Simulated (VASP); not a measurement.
Runs of VASP 6.6.1 on Cu. The structure is that of space group Fm-3m (No. 225), or close to it. The cells are those of the table. 

```csv
cell,gap on the mesh (eV),pressure (GPa)
"a = 2.450 Å, angles 60.0°, 1 atom",none,18.5
"a = 2.590 Å, angles 60.0°, 1 atom",none,-10.5
"a = 2.623 Å, angles 60.0°, 1 atom",none,-14.2
"a = 2.486 Å, angles 60.0°, 1 atom",none,(b)
"a = 2.556 Å, angles 60.0°, 1 atom",none,-5.7
"a = 2.655 Å, angles 60.0°, 1 atom",none,-17.1
"a = 2.522 Å, angles 60.0°, 1 atom",none,(a)
```

Alike in all rows: task single point; level PBEsol; potentials or basis VASP PAW PBE potentials, release 64 (Cu); no spin polarisation; k mesh 14 × 14 × 14; cutoff (eV) 520; smearing fermi-dirac 0.1 eV.

Question: Fill in the values left out.

Answer: (a) 0.4; (b) 8.3.

Caveats: the PAW data sets were made with another functional, which shifts forces and pressure a little.

A gap of «none» marks levels without a gap at the run's occupations.
